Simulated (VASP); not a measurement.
# Gd (P6_3/mmc) in VASP: further runs

Runs on Gd. Level: PBE+U. Tasks: single point.

Program: VASP 6.6.1. These are calculated values, not measurements. Logs are shortened: lines on timing, memory, paths and dates and some standing lists are left out, and cuts for length are marked.

## 1. The cell of the first run

The structure is hexagonal, space group P6_3/mmc (No. 194). The conventional cell has a = 3.647 Å, b = 3.647 Å, c = 5.824 Å, α = 90.00°, β = 90.00°, γ = 120.00°. Within 4.7 Å of Gd (site symmetry -6m2) lie 12 Gd at 3.59 to 3.65 Å.

## 2. Single point, PBE+U, collinear spin, ferromagnetic start

INCAR reads:

```
  PREC = Accurate
  ENCUT = 520
  EDIFF = 1E-6
  ISMEAR = -1
  SIGMA = 0.1
  LREAL = False
  LASPH = True
  NELM = 150
  ALGO = Normal
  ISIF = 2
  LWAVE = False
  LCHARG = True
  ISPIN = 2
  MAGMOM = 8.24 8.24
  LORBIT = 11
  LMAXMIX = 6
  LDAU = True
  LDAUTYPE = 1
  LDAUL = 3
  LDAUU = 7.91
  LDAUJ = 0.63
  LDAUPRINT = 1
  GGA = PE
  LELF = True
  LVHAR = True
  ISYM = 0
  NBANDS = 29
```

KPOINTS reads:

```
Automatic mesh
0
Gamma
  7 7 4
```

POSCAR reads:

```
Gd
1.0
    3.6465368500      0.0000000000      0.0000000000
   -1.8232684300      3.1579973800      0.0000000000
    0.0000000000      0.0000000000      5.8240087100
Gd
2
Direct
    0.3333300000      0.6666700000      0.2500000000
    0.6666600000      0.3333300000      0.7500000000
```

Potentials or basis: VASP PAW PBE potentials, release 64 (Gd).

Started as:

```sh
cat potpaw_PBE.64/Gd/POTCAR > POTCAR
mpirun -np 1 vasp_std > vasp.out
```

OUTCAR:

```text
PREC = Accurate
   ENCUT = 520
   EDIFF = 1E-6
   ISMEAR = -1
   LREAL = False
   LASPH = True
   NELM = 150
   ISIF = 2
   ISPIN = 2
   LORBIT = 11
   GGA = PE
   ISYM = 0

 ion  position               nearest neighbor table
   1  0.333  0.667  0.250-
   2  0.667  0.333  0.750-

IMPORTANT INFORMATION: All symmetrisations will be switched off!
NOSYMM: (Re-)initialisation of all symmetry stuff for point group C_1.

----------------------------------------------------------------------------------------

                                     Primitive cell

  volume of cell :      67.0679

  direct lattice vectors                    reciprocal lattice vectors
     3.646536850  0.000000000  0.000000000     0.274232797  0.158328188  0.000000000
    -1.823268430  3.157997380  0.000000000     0.000000000  0.316656374  0.000000000
     0.000000000  0.000000000  5.824008710     0.000000000  0.000000000  0.171703040

  length of vectors
     3.646536850  3.646540171  5.824008710     0.316656663  0.316656374  0.171703040

  position of ions in fractional coordinates (direct lattice)
     0.333330000  0.666670000  0.250000000
     0.666660000  0.333330000  0.750000000

  ion indices of the primitive-cell ions
   primitive index   ion index
                 1           1
                 2           2

----------------------------------------------------------------------------------------

 KPOINTS: Automatic mesh

Automatic generation of k-mesh.
 Grid dimensions read from file:
 generate k-points for:    7    7    4

 Generating k-lattice:

  Cartesian coordinates                     Fractional coordinates (reciprocal lattice)
     0.039176114  0.022618313  0.000000000     0.142857143  0.000000000  0.000000000
     0.000000000  0.045236625  0.000000000     0.000000000  0.142857143  0.000000000
     0.000000000  0.000000000  0.042925760     0.000000000  0.000000000  0.250000000

  Length of vectors
     0.045236666  0.045236625  0.042925760

  Shift w.r.t. Gamma in fractional coordinates (k-lattice)
     0.000000000  0.000000000  0.000000000

 Subroutine IBZKPT returns following result:
 ===========================================

 Found     99 irreducible k-points:

 Following reciprocal coordinates:
            Coordinates               Weight
  0.000000  0.000000  0.000000      1.000000
  0.142857 -0.000000  0.000000      2.000000
  0.000000  0.142857  0.000000      2.000000
 -0.142857  0.142857  0.000000      2.000000
  0.285714 -0.000000  0.000000      2.000000
  0.000000  0.285714  0.000000      2.000000
[... 16 lines left out ...]
  0.285714  0.285714  0.000000      2.000000
 -0.285714 -0.428571  0.000000      2.000000
 [... further k-points ...]
[... 97 lines left out ...]
  o =  0.9911  v =  0.0005  0.0001 -0.0000  1.0000  0.0001  0.0001  0.0000  0.0000  0.0000  0.0000  0.0000  0.0000  0.0000  0.0000      0.0000  0.0000  0.0000  0.0000  0.0000  0.0000  0.0000  0.0000  0.0000  0.0000  0.0000  0.0000  0.0000  0.0000
  o =  0.9911  v = -1.0000  0.0001 -0.0000  0.0005  0.0000 -0.0000 -0.0000  0.0000  0.0000  0.0000  0.0000  0.0000  0.0000  0.0000      0.0000  0.0000  0.0000  0.0000  0.0000  0.0000  0.0000  0.0000  0.0000  0.0000  0.0000  0.0000  0.0000  0.0000

atom =   2  type =  1  l = 3

 onsite density matrix

spin component  1

  0.9911  0.0000 -0.0000  0.0000 -0.0000 -0.0000  0.0000
  0.0000  0.9905  0.0000  0.0000 -0.0000 -0.0000 -0.0000
 -0.0000  0.0000  0.9902 -0.0000 -0.0000 -0.0000  0.0000
  0.0000  0.0000 -0.0000  0.9911  0.0000 -0.0000 -0.0000
 -0.0000 -0.0000 -0.0000  0.0000  0.9902  0.0000 -0.0000
 -0.0000 -0.0000 -0.0000 -0.0000  0.0000  0.9905  0.0000
  0.0000 -0.0000  0.0000 -0.0000 -0.0000  0.0000  0.9901

spin component  2

  0.0004 -0.0000 -0.0000 -0.0000  0.0000  0.0000 -0.0000
 -0.0000  0.0006 -0.0000  0.0000 -0.0000  0.0000  0.0000
 -0.0000 -0.0000  0.0003  0.0000  0.0000  0.0000 -0.0000
 -0.0000  0.0000  0.0000  0.0002 -0.0000  0.0000  0.0000
  0.0000 -0.0000  0.0000 -0.0000  0.0003 -0.0000  0.0000
  0.0000  0.0000  0.0000  0.0000 -0.0000  0.0006 -0.0000
 -0.0000  0.0000 -0.0000  0.0000  0.0000 -0.0000  0.0002

 occupancies and eigenvectors

  o =  0.0002  v =  0.0000  0.0000  0.0000  0.0000  0.0000  0.0000  0.0000  0.0001 -0.0000 -0.0011  1.0000  0.0008 -0.0000 -0.0008      0.0000  0.0000  0.0000  0.0000  0.0000  0.0000  0.0000  0.0000  0.0000  0.0000  0.0000  0.0000  0.0000  0.0000
  o =  0.0002  v =  0.0000  0.0000  0.0000  0.0000  0.0000  0.0000  0.0000  0.0001 -0.0001  0.0000  0.0008 -0.0003  0.0007  1.0000      0.0000  0.0000  0.0000  0.0000  0.0000  0.0000  0.0000  0.0000  0.0000  0.0000  0.0000  0.0000  0.0000  0.0000
  o =  0.0003  v =  0.0000  0.0000  0.0000  0.0000  0.0000  0.0000  0.0000 -0.0002 -0.0000 -0.2134 -0.0010  0.9770  0.0005  0.0003      0.0000  0.0000  0.0000  0.0000  0.0000  0.0000  0.0000  0.0000  0.0000  0.0000  0.0000  0.0000  0.0000  0.0000
  o =  0.0003  v =  0.0000  0.0000  0.0000  0.0000  0.0000  0.0000  0.0000 -0.0001 -0.0004 -0.9770 -0.0009 -0.2134 -0.0001 -0.0000      0.0000  0.0000  0.0000  0.0000  0.0000  0.0000  0.0000  0.0000  0.0000  0.0000  0.0000  0.0000  0.0000  0.0000
  o =  0.0004  v =  0.0000  0.0000  0.0000  0.0000  0.0000  0.0000  0.0000 -1.0000 -0.0008  0.0001  0.0001 -0.0001  0.0003  0.0001      0.0000  0.0000  0.0000  0.0000  0.0000  0.0000  0.0000  0.0000  0.0000  0.0000  0.0000  0.0000  0.0000  0.0000
  o =  0.0006  v =  0.0000  0.0000  0.0000  0.0000  0.0000  0.0000  0.0000  0.0008 -0.9976  0.0004 -0.0000  0.0000  0.0688 -0.0002      0.0000  0.0000  0.0000  0.0000  0.0000  0.0000  0.0000  0.0000  0.0000  0.0000  0.0000  0.0000  0.0000  0.0000
  o =  0.0006  v =  0.0000  0.0000  0.0000  0.0000  0.0000  0.0000  0.0000  0.0002  0.0688  0.0000  0.0000 -0.0005  0.9976 -0.0007      0.0000  0.0000  0.0000  0.0000  0.0000  0.0000  0.0000  0.0000  0.0000  0.0000  0.0000  0.0000  0.0000  0.0000
  o =  0.9901  v =  0.0000 -0.0001  0.0004 -0.0000 -0.0002  0.0004 -1.0000  0.0000  0.0000  0.0000  0.0000  0.0000  0.0000  0.0000      0.0000  0.0000  0.0000  0.0000  0.0000  0.0000  0.0000  0.0000  0.0000  0.0000  0.0000  0.0000  0.0000  0.0000
  o =  0.9902  v = -0.0000  0.0003 -0.9631 -0.0001 -0.2690  0.0000 -0.0003  0.0000  0.0000  0.0000  0.0000  0.0000  0.0000  0.0000      0.0000  0.0000  0.0000  0.0000  0.0000  0.0000  0.0000  0.0000  0.0000  0.0000  0.0000  0.0000  0.0000  0.0000
  o =  0.9902  v = -0.0000 -0.0002  0.2690  0.0000 -0.9631  0.0004  0.0003  0.0000  0.0000  0.0000  0.0000  0.0000  0.0000  0.0000      0.0000  0.0000  0.0000  0.0000  0.0000  0.0000  0.0000  0.0000  0.0000  0.0000  0.0000  0.0000  0.0000  0.0000
  o =  0.9905  v =  0.0000  0.0399 -0.0000  0.0001  0.0004  0.9992  0.0004  0.0000  0.0000  0.0000  0.0000  0.0000  0.0000  0.0000      0.0000  0.0000  0.0000  0.0000  0.0000  0.0000  0.0000  0.0000  0.0000  0.0000  0.0000  0.0000  0.0000  0.0000
  o =  0.9905  v =  0.0002 -0.9992 -0.0004  0.0000  0.0001  0.0399  0.0001  0.0000  0.0000  0.0000  0.0000  0.0000  0.0000  0.0000      0.0000  0.0000  0.0000  0.0000  0.0000  0.0000  0.0000  0.0000  0.0000  0.0000  0.0000  0.0000  0.0000  0.0000
  o =  0.9911  v =  0.0003 -0.0000  0.0001 -1.0000 -0.0000  0.0001  0.0000  0.0000  0.0000  0.0000  0.0000  0.0000  0.0000  0.0000      0.0000  0.0000  0.0000  0.0000  0.0000  0.0000  0.0000  0.0000  0.0000  0.0000  0.0000  0.0000  0.0000  0.0000
  o =  0.9911  v = -1.0000 -0.0002  0.0000 -0.0003  0.0000  0.0000 -0.0000  0.0000  0.0000  0.0000  0.0000  0.0000  0.0000  0.0000      0.0000  0.0000  0.0000  0.0000  0.0000  0.0000  0.0000  0.0000  0.0000  0.0000  0.0000  0.0000  0.0000  0.0000

 number of electron      36.0000009 magnetization      15.5815672

 Free energy of the ion-electron system (eV)
  ---------------------------------------------------
  ext. energy  EPLUGINS =         0.00000000
  ---------------------------------------------------
  free energy    TOTEN  =       -22.78139428 eV

  energy without entropy =      -22.71815619  energy(sigma->0) =      -22.74977524

 E-fermi :   2.9923     XC(G=0):  -9.9187

 val. band max:        2.8787654794   @ k =   0.0000   0.2857   0.2500
 cond. band min:       2.9935474002   @ k =   0.0000   0.1429   0.5000
 fundamental gap:      0.1147819208
 Fermi energy:         2.9922697803

 spin component 1

 k-point     1 :       0.0000    0.0000    0.0000
  band No.  band energies     occupation
      1     -42.5615      1.00000
      2     -42.4981      1.00000
      3     -20.2496      1.00000
      4     -19.6685      1.00000
      5     -19.6685      1.00000
      6     -19.5697      1.00000
[... 1529 lines left out ...]
     28       7.0315      0.00000
     29       7.1770      0.00000

 [... further k-points ...]

------------------------ aborting loop because EDIFF is reached ----------------------------------------

  FORCE on cell =-STRESS in cart. coord.  units (eV):
  Direction    XX          YY          ZZ          XY          YZ          ZX
  --------------------------------------------------------------------------------------
  -------------------------------------------------------------------------------------
  Total        0.3070678      0.3076615      0.2942441      0.0000781     -0.0000290     -0.0000255
  in kB        7.3355116      7.3496949      7.0291692      0.0018664     -0.0006923     -0.0006081
  external PRESSURE =       7.2381252 kB  Pullay stress =       0.0000000 kB

 VOLUME and BASIS-vectors are now :
 -----------------------------------------------------------------------------
  energy-cutoff  :      520.00
  volume of cell :       67.07
      direct lattice vectors                 reciprocal lattice vectors
     3.646536850  0.000000000  0.000000000     0.274232797  0.158328188  0.000000000
    -1.823268430  3.157997380  0.000000000     0.000000000  0.316656374  0.000000000
     0.000000000  0.000000000  5.824008710     0.000000000  0.000000000  0.171703040

 POSITION                                       TOTAL-FORCE (eV/Angst)
 -----------------------------------------------------------------------------------
     -0.00002      2.10534      1.45600        -0.000004     -0.000035      0.000028
      1.82325      1.05266      4.36801         0.000004      0.000035     -0.000028
 -----------------------------------------------------------------------------------
    total drift:                                0.000019     -0.000057     -0.000042

  FREE ENERGIE OF THE ION-ELECTRON SYSTEM (eV)
  ---------------------------------------------------
  free  energy   TOTEN  =       -22.7813942838 eV

  energy  without entropy=      -22.7181561947  energy(sigma->0) =      -22.74977524

 total charge

# of ion       s       p       d       f       tot
--------------------------------------------------
    1        2.074   5.574   0.593   6.932  15.172
    2        2.074   5.574   0.593   6.932  15.172
--------------------------------------------------
tot          4.148  11.147   1.186  13.863  30.345

 magnetization (x)

# of ion       s       p       d       f       tot
--------------------------------------------------
    1        0.003  -0.055   0.241   6.925   7.114
    2        0.003  -0.056   0.241   6.925   7.114
--------------------------------------------------
tot          0.006  -0.111   0.483  13.850  14.227
```

Run time: 9.5 min. Hardware: 1 thread of Intel Xeon Platinum 8259CL at 2.50GHz (Skylake/Cascade Lake), shared host; peak memory 0.43 GiB.

What came out:

```
Free energy                                           : -22.7814 eV
Pressure                                              : 0.7 GPa
Net moment                                            : 15.58 μB per cell
Site moments                                          : Gd +7.11 μB
Valence electrons inside the program's atomic spheres : Gd 15.17
```

Eigenvalues of the final occupation matrices:
```tsv
site	spin	trace	eigenvalues
site 1 f	1	6.93	0.99 0.99 0.99 0.99 0.99 0.99 0.99
site 1 f	2	0.00	0.00 0.00 0.00 0.00 0.00 0.00 0.00
site 2 f	1	6.93	0.99 0.99 0.99 0.99 0.99 0.99 0.99
site 2 f	2	0.00	0.00 0.00 0.00 0.00 0.00 0.00 0.00
```

Caveat: spin-orbit coupling is left out, which moves the levels of the heavy elements.

## 3. Single point, PBE+U, collinear spin, antiferromagnetic start

INCAR reads:

```
SYSTEM = Gd
PREC = Accurate
ENCUT = 520
EDIFF = 1E-6
ISMEAR = -1
SIGMA = 0.1
LREAL = .False.
LASPH = .True.
NELM = 150
ALGO = Normal
ISIF = 2
LWAVE = .False.
LCHARG = .False.
ISPIN = 2
MAGMOM = 7 -7
LORBIT = 11
LMAXMIX = 6
LDAU = .True.
LDAUTYPE = 1
LDAUL = 3
LDAUU = 7.91
LDAUJ = 0.63
LDAUPRINT = 1
GGA = PE
NBANDS = 29
```

KPOINTS reads:

```
regular mesh
0
Gamma
  7 7 4
  0 0 0
```

POSCAR is that of step 2.

Potentials or basis: VASP PAW PBE potentials, release 64 (Gd).

Started as:

```sh
cat potpaw_PBE.64/Gd/POTCAR > POTCAR
mpirun -np 1 vasp_std > vasp.out
```

OUTCAR:

```text
SYSTEM = Gd
   PREC = Accurate
   ENCUT = 520
   EDIFF = 1E-6
   ISMEAR = -1
   LREAL = .False.
   LASPH = .True.
   NELM = 150
   ISIF = 2
   ISPIN = 2
   LORBIT = 11
   GGA = PE

 ion  position               nearest neighbor table
   1  0.333  0.667  0.250-
   2  0.667  0.333  0.750-

  LATTYP: Found a hexagonal cell.
 ALAT       =     3.6465368500
 C/A-ratio  =     1.5971341987

  Lattice vectors:

 A1 = (   3.6465368500,   0.0000000000,   0.0000000000)
 A2 = (  -1.8232684300,   3.1579973800,   0.0000000000)
 A3 = (   0.0000000000,   0.0000000000,   5.8240087100)

Analysis of symmetry for initial positions (statically):
=====================================================================
 Subroutine PRICEL returns:
 Original cell was already a primitive cell.

 Routine SETGRP: Setting up the symmetry group for a
 hexagonal supercell.

 Subroutine GETGRP returns: Found  8 space group operations
 (whereof  2 operations were pure point group operations)
 out of a pool of 24 trial point group operations.

The static configuration has the point symmetry C_2 .
 The point group associated with its full space group is D_2h.

Analysis of symmetry for dynamics (positions and initial velocities):
=====================================================================
 Subroutine PRICEL returns:
 Original cell was already a primitive cell.

 Routine SETGRP: Setting up the symmetry group for a
 hexagonal supercell.

 Subroutine GETGRP returns: Found  8 space group operations
[... 241 lines left out ...]
  o =  0.9904  v =  0.0000  0.0000  0.0000  0.0000  0.0000  0.0000  0.0000  0.0000 -1.0000  0.0000 -0.0000  0.0000 -0.0000  0.0000      0.0000  0.0000  0.0000  0.0000  0.0000  0.0000  0.0000  0.0000  0.0000  0.0000  0.0000  0.0000  0.0000  0.0000
  o =  0.9908  v =  0.0000  0.0000  0.0000  0.0000  0.0000  0.0000  0.0000 -1.0000 -0.0000  0.0001  0.0000 -0.0000  0.0000  0.0000      0.0000  0.0000  0.0000  0.0000  0.0000  0.0000  0.0000  0.0000  0.0000  0.0000  0.0000  0.0000  0.0000  0.0000

 number of electron      36.0000009 magnetization      -0.0000000

 Free energy of the ion-electron system (eV)
  ---------------------------------------------------
  ext. energy  EPLUGINS =         0.00000000
  ---------------------------------------------------
  free energy    TOTEN  =       -22.71335780 eV

  energy without entropy =      -22.61218654  energy(sigma->0) =      -22.66277217

 E-fermi :   2.9481     XC(G=0):  -9.9237

 val. band max:        2.9126523652   @ k =   0.2857   0.2857   0.2500
 cond. band min:       2.9592467085   @ k =  -0.4286   0.2857   0.0000
 fundamental gap:      0.0465943433
 Fermi energy:         2.9480851939

 spin component 1

 k-point     1 :       0.0000    0.0000    0.0000
  band No.  band energies     occupation
      1     -42.4916      1.00000
      2     -39.2194      1.00000
      3     -19.9041      1.00000
      4     -19.5935      1.00000
      5     -19.5935      1.00000
      6     -17.4928      1.00000
[... 1529 lines left out ...]
     28       6.9374      0.00000
     29       6.9679      0.00000

 [... further k-points ...]

------------------------ aborting loop because EDIFF is reached ----------------------------------------

  FORCE on cell =-STRESS in cart. coord.  units (eV):
  Direction    XX          YY          ZZ          XY          YZ          ZX
  --------------------------------------------------------------------------------------
  -------------------------------------------------------------------------------------
  Total       -0.0225914     -0.0218902      0.3269135      0.0000000     -0.0000000      0.0000000
  in kB       -0.5396834     -0.5229325      7.8096052      0.0000000     -0.0000000      0.0000000
  external PRESSURE =       2.2489964 kB  Pullay stress =       0.0000000 kB

 VOLUME and BASIS-vectors are now :
 -----------------------------------------------------------------------------
  energy-cutoff  :      520.00
  volume of cell :       67.07
      direct lattice vectors                 reciprocal lattice vectors
     3.646536850  0.000000000  0.000000000     0.274232797  0.158328188  0.000000000
    -1.823268430  3.157997380  0.000000000     0.000000000  0.316656374  0.000000000
     0.000000000  0.000000000  5.824008710     0.000000000  0.000000000  0.171703040

 POSITION                                       TOTAL-FORCE (eV/Angst)
 -----------------------------------------------------------------------------------
     -0.00002      2.10534      1.45600         0.000000     -0.000003     -0.000000
      1.82325      1.05266      4.36801        -0.000000      0.000003      0.000000
 -----------------------------------------------------------------------------------
    total drift:                               -0.000000     -0.000000     -0.000000

  FREE ENERGIE OF THE ION-ELECTRON SYSTEM (eV)
  ---------------------------------------------------
  free  energy   TOTEN  =       -22.7133577964 eV

  energy  without entropy=      -22.6121865434  energy(sigma->0) =      -22.66277217

 total charge

# of ion       s       p       d       f       tot
--------------------------------------------------
    1        2.075   5.571   0.599   6.933  15.178
    2        2.075   5.571   0.599   6.933  15.178
--------------------------------------------------
tot          4.150  11.141   1.198  13.866  30.357

 magnetization (x)

# of ion       s       p       d       f       tot
--------------------------------------------------
    1        0.008  -0.074   0.206   6.921   7.062
    2       -0.008   0.074  -0.206  -6.921  -7.062
--------------------------------------------------
tot          0.000   0.000  -0.000  -0.000  -0.000
```

stdout:

```text
POSCAR found type information on POSCAR Gd
 POSCAR found :  1 types and       2 ions
 scaLAPACK will be used
 LDA part: xc-table for (Slater+PW92), standard interpolation
 POSCAR, INCAR and KPOINTS ok, starting setup
 FFT: planning ... GRIDC
 FFT: planning ... GRID_SOFT
 FFT: planning ... GRID
 WAVECAR not read
 entering main loop
```

Run time: 6.8 min. Hardware: 1 thread of AMD EPYC 7R43 (Zen 3), shared host; peak memory 0.28 GiB.

What came out:

| Item | Value |
| --- | --- |
| Free energy | -22.7134 eV |
| Pressure | 0.2 GPa |
| Band gap on the k mesh | zero (filled and empty bands overlap) |
| Net moment | 0.00 μB per cell |
| Site moments | Gd +7.06, -7.06 μB |
| Valence electrons inside the program's atomic spheres | Gd 15.18 |

Eigenvalues of the final occupation matrices:
```tsv
site	spin	trace	eigenvalues
site 1 f	1	6.93	0.99 0.99 0.99 0.99 0.99 0.99 0.99
site 1 f	2	0.01	0.00 0.00 0.00 0.00 0.00 0.00 0.00
site 2 f	1	0.01	0.00 0.00 0.00 0.00 0.00 0.00 0.00
site 2 f	2	6.93	0.99 0.99 0.99 0.99 0.99 0.99 0.99
```

Caveat: the antiferromagnetic order is the one typed at the start, and another may lie lower; spin-orbit coupling is left out, which moves the levels of the heavy elements. The state reached can hang on the start; a lower one may exist.

The gap in the log of VASP goes by the Fermi energy; the results here count the filled bands.